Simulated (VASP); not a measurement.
# BAs (F-43m) in VASP: a series of runs, part 2 of 2

VASP 6.6.1. Earlier steps stand in the parts before.

**3. Single point, LDA**

This run uses another cell than the first one, of 13.24 Å³/atom, 0.972 times its volume.

The input, INCAR:

```
SYSTEM = BAs
ALGO = Normal
EDIFF = 1E-6
ENCUT = 600
GGA = CA
GGA_COMPAT = .False.
ISIF = 2
ISMEAR = 0
LASPH = .True.
LCHARG = .True.
LELF = .True.
LREAL = .False.
LVHAR = .True.
LWAVE = .False.
NBANDS = 16
NELM = 120
PREC = Accurate
SIGMA = 0.01
```

The input, KPOINTS:

```
k-points
0
Gamma
  8 8 8
  0 0 0
```

The input, POSCAR:

```
BAs
1.0
    0.0000000000      2.3659340278      2.3659340278
    2.3659340278      0.0000000000      2.3659340278
    2.3659340278      2.3659340278      0.0000000000
B As
1 1
Direct
    0.0000000000      0.0000000000      0.0000000000
    0.2500000000      0.2500000000      0.2500000000
```

Potentials or basis: VASP PAW LDA potentials, release 64 (B, As_d).

Started as:

```console
$ cat potpaw_LDA.64/B/POTCAR potpaw_LDA.64/As_d/POTCAR > POTCAR
$ mpirun -np 1 vasp_std > vasp.out
```

OUTCAR:

```text
SYSTEM = BAs
   EDIFF = 1E-6
   ENCUT = 600
   GGA = CA
   ISIF = 2
   ISMEAR = 0
   LASPH = .True.
   LREAL = .False.
   NELM = 120
   PREC = Accurate

 ion  position               nearest neighbor table
   1  0.000  0.000  0.000-   2 2.05   2 2.05   2 2.05   2 2.05
   2  0.250  0.250  0.250-   1 2.05   1 2.05   1 2.05   1 2.05

  LATTYP: Found a face centered cubic cell.
 ALAT       =     4.7318680556

  Lattice vectors:

 A1 = (   0.0000000000,   2.3659340278,   2.3659340278)
 A2 = (   2.3659340278,   0.0000000000,   2.3659340278)
 A3 = (   2.3659340278,   2.3659340278,   0.0000000000)

Analysis of symmetry for initial positions (statically):
=====================================================================
 Subroutine PRICEL returns:
 Original cell was already a primitive cell.

 Routine SETGRP: Setting up the symmetry group for a
 face centered cubic supercell.

 Subroutine GETGRP returns: Found 24 space group operations
 (whereof 24 operations were pure point group operations)
 out of a pool of 48 trial point group operations.

The static configuration has the point symmetry T_d .

Analysis of symmetry for dynamics (positions and initial velocities):
=====================================================================
 Subroutine PRICEL returns:
 Original cell was already a primitive cell.

 Routine SETGRP: Setting up the symmetry group for a
 face centered cubic supercell.

 Subroutine GETGRP returns: Found 24 space group operations
 (whereof 24 operations were pure point group operations)
 out of a pool of 48 trial point group operations.

The dynamic configuration has the point symmetry T_d .

 Subroutine INISYM returns: Found 24 space group operations
 (whereof 24 operations are pure point group operations),
 and found     1 'primitive' translations

----------------------------------------------------------------------------------------

                                     Primitive cell

  volume of cell :      26.4873

  direct lattice vectors                    reciprocal lattice vectors
     0.000000000  2.365934028  2.365934028    -0.211333027  0.211333027  0.211333027
     2.365934028  0.000000000  2.365934028     0.211333027 -0.211333027  0.211333027
     2.365934028  2.365934028  0.000000000     0.211333027  0.211333027 -0.211333027

  length of vectors
     3.345935990  3.345935990  3.345935990     0.366039540  0.366039540  0.366039540

  position of ions in fractional coordinates (direct lattice)
     0.000000000  0.000000000  0.000000000
     0.250000000  0.250000000  0.250000000

  ion indices of the primitive-cell ions
   primitive index   ion index
                 1           1
                 2           2

----------------------------------------------------------------------------------------

 KPOINTS: k-points

Automatic generation of k-mesh.
 Grid dimensions read from file:
 generate k-points for:    8    8    8

 Generating k-lattice:

  Cartesian coordinates                     Fractional coordinates (reciprocal lattice)
    -0.026416628  0.026416628  0.026416628     0.125000000  0.000000000  0.000000000
     0.026416628 -0.026416628  0.026416628     0.000000000  0.125000000  0.000000000
     0.026416628  0.026416628 -0.026416628     0.000000000  0.000000000  0.125000000

  Length of vectors
     0.045754943  0.045754943  0.045754943

  Shift w.r.t. Gamma in fractional coordinates (k-lattice)
     0.000000000  0.000000000  0.000000000

 Subroutine IBZKPT returns following result:
 ===========================================

 Found     29 irreducible k-points:

 Following reciprocal coordinates:
            Coordinates               Weight
  0.000000  0.000000  0.000000      1.000000
  0.125000  0.000000  0.000000      8.000000
  0.250000  0.000000  0.000000      8.000000
  0.375000  0.000000  0.000000      8.000000
  0.500000  0.000000  0.000000      4.000000
  0.125000  0.125000  0.000000      6.000000
[... 16 lines left out ...]
  0.500000  0.250000  0.125000     48.000000
 -0.375000  0.250000  0.125000     24.000000
 [... further k-points ...]
   k-points           NKPTS =     29   k-points in BZ     NKDIM =     29   number of bands    NBANDS=     16
   number of dos      NEDOS =    301   number of ions     NIONS =      2
   total plane-waves  NPLWV =  21952
   dimension x,y,z NGX =    28 NGY =   28 NGZ =   28
   dimension x,y,z NGXF=    56 NGYF=   56 NGZF=   56
   ions per type =               1   1
   NGX,Y,Z   is equivalent  to a cutoff of  13.91, 13.91, 13.91 a.u.
   NGXF,Y,Z  is equivalent  to a cutoff of  27.82, 27.82, 27.82 a.u.
 SYSTEM =  BAs
   PREC   = accura    normal or accurate (medium, high low for compatibility)
   ISTART =      0    job   : 0-new  1-cont  2-samecut
   ICHARG =      2    charge: 1-file 2-atom 10-const
   ISPIN  =      1    spin polarized calculation?
   LNONCOLLINEAR =      F non collinear calculations
   LSORBIT =      F    spin-orbit coupling
   LASPH  =      T    aspherical Exc in radial PAW
   ENCUT  =  600.0 eV  44.10 Ry    6.64 a.u.   6.68  6.68  6.68*2*pi/ulx,y,z
   NELM   =    120;   NELMIN=  2; NELMDL= -5     # of ELM steps
   EDIFF  = 0.1E-05   stopping-criterion for ELM
   LREAL  =      F    real-space projection
   EDIFFG = 0.1E-04   stopping-criterion for IOM
   NSW    =      0    number of steps for IOM
   IBRION =     -1    ionic relax: 0-MD 1-quasi-New 2-CG
   NFREE  =      0    steps in history (QN), initial steepest desc. (CG)
   ISIF   =      2    stress and relaxation
   ISYM   =      2    0-nonsym 1-usesym 2-fastsym
   POTIM  = 0.5000    time-step for ionic-motion
   TEBEG  =    0.0;   TEEND  =   0.0 temperature during run
   PSTRESS=    0.0 pullay stress
   NELECT =      18.0000    total number of electrons
   NUPDOWN=      -1.0000    fix difference up-down
   EMIN   =  10.00;   EMAX   =-10.00  energy-range for DOS
   EFERMI =   0.00;   METHOD = LEGACY
   ISMEAR =     0;   SIGMA  =   0.01  broadening in eV -4-tet -1-fermi 0-gaus
   EFERMI_NEDOS =   21; number of points for ismear=-14 and -15
   IALGO  =     38    algorithm
   IMIX   =      4    mixing-type and parameters
     AMIX     =   0.40;   BMIX     =  1.00
     AMIX_MAG =   1.60;   BMIX_MAG =  1.00
  volume/ion in A,a.u.               =      13.24        89.37
  Fermi-wavevector in a.u.,A,eV,Ry     =   1.439306  2.719893 28.185840  2.071601
  Thomas-Fermi vector in A             =   2.558176
   LORBIT       =      0    0 simple, 1 ext, 2 COOP (PROOUT), +10 PAW based schemes
   GGA     = CA    functional components
   LHFCALC =     F    Hartree Fock is set to
   AEXX    =    0.0000 exact exchange contribution
   IVDW    =     0    specifies the selected vdW correction
   LEPSILON=     F    determine dielectric tensor
   LRPA    =     F    only Hartree local field effects (RPA)
 non-spin polarized calculation
 Gauss-broadening in eV      SIGMA  =   0.01
  energy-cutoff  :      600.00
  volume of cell :       26.49
 maximum number of plane-waves:       905
   NGX = 13   NGY = 13   NGZ = 13

 number of electron      18.0000004 magnetization

 Free energy of the ion-electron system (eV)
  ---------------------------------------------------
  ext. energy  EPLUGINS =         0.00000000
  ---------------------------------------------------
  free energy    TOTEN  =       -12.94057131 eV

  energy without entropy =      -12.94057131  energy(sigma->0) =      -12.94057131

 E-fermi :   5.2595     XC(G=0): -11.5741

 val. band max:        5.0943030493   @ k =   0.0000   0.0000   0.0000
 cond. band min:       6.2118659220   @ k =   0.3750   0.3750   0.0000
 fundamental gap:      1.1175628727
 Fermi energy:         5.2595231594

 k-point     1 :       0.0000    0.0000    0.0000
  band No.  band energies     occupation
      1     -30.8245      2.00000
      2     -30.8245      2.00000
      3     -30.8245      2.00000
      4     -30.7974      2.00000
      5     -30.7974      2.00000
      6     -10.5438      2.00000
[... 8 lines left out ...]
     15      18.4776      0.00000
     16      18.4776      0.00000

 k-point     2 :       0.1250    0.0000    0.0000
  band No.  band energies     occupation
      1     -30.8239      2.00000
      2     -30.8231      2.00000
      3     -30.8231      2.00000
      4     -30.7973      2.00000
      5     -30.7973      2.00000
      6     -10.2819      2.00000
[... 8 lines left out ...]
     15      16.9313      0.00000
     16      16.9313      0.00000
[... 387 lines left out ...]
      5     -30.7942      2.00000
      6      -7.7532      2.00000
[... 8 lines left out ...]
     15      18.6581      0.00000
     16      20.7836      0.00000

 k-point    24 :      -0.3750    0.2500    0.1250
  band No.  band energies     occupation
      1     -30.8202      2.00000
      2     -30.8173      2.00000
      3     -30.8121      2.00000
      4     -30.7976      2.00000
      5     -30.7946      2.00000
      6      -7.0047      2.00000
[... 8 lines left out ...]
     15      19.5534      0.00000
     16      20.4630      0.00000

 [... further k-points ...]
[... 5 lines left out ...]
  --------------------------------------------------------------------------------------
  -------------------------------------------------------------------------------------
  Total        0.1756768      0.1756768      0.1756768     -0.0000000      0.0000000      0.0000000
  in kB       10.6264255     10.6264255     10.6264255     -0.0000000      0.0000000      0.0000000
  external PRESSURE =      10.6264255 kB  Pullay stress =       0.0000000 kB

 VOLUME and BASIS-vectors are now :
 -----------------------------------------------------------------------------
  energy-cutoff  :      600.00
  volume of cell :       26.49
      direct lattice vectors                 reciprocal lattice vectors
     0.000000000  2.365934028  2.365934028    -0.211333027  0.211333027  0.211333027
     2.365934028  0.000000000  2.365934028     0.211333027 -0.211333027  0.211333027
     2.365934028  2.365934028  0.000000000     0.211333027  0.211333027 -0.211333027

 POSITION                                       TOTAL-FORCE (eV/Angst)
 -----------------------------------------------------------------------------------
      0.00000      0.00000      0.00000         0.000000      0.000000      0.000000
      1.18297      1.18297      1.18297        -0.000000     -0.000000     -0.000000
 -----------------------------------------------------------------------------------
    total drift:                                0.000001      0.000001      0.000001

  FREE ENERGIE OF THE ION-ELECTRON SYSTEM (eV)
  ---------------------------------------------------
  free  energy   TOTEN  =       -12.9405713133 eV

  energy  without entropy=      -12.9405713133  energy(sigma->0) =      -12.94057131
```

stdout:

```text
POSCAR found type information on POSCAR B As
 POSCAR found :  2 types and       2 ions
 scaLAPACK will be used
 LDA part: xc-table for (Slater(with rela. corr.)+CA(PZ))
 , standard interpolation
 POSCAR, INCAR and KPOINTS ok, starting setup
 FFT: planning ... GRIDC
 FFT: planning ... GRID_SOFT
 FFT: planning ... GRID
 WAVECAR not read
 entering main loop
```

It took 7.8 s on 1 thread of AMD EPYC 9R45 (Zen 5), shared host; peak memory 0.11 GiB.

What came out:

| Item | Value |
| --- | --- |
| Free energy | -12.9406 eV |
| Pressure | 1.1 GPa |
| Band gap on the k mesh | 1.12 eV, indirect (least direct gap 3.29 eV) |

A k mesh can miss the band edges. Expect the measured gap to be larger: semilocal functionals such as LDA lack the derivative discontinuity.
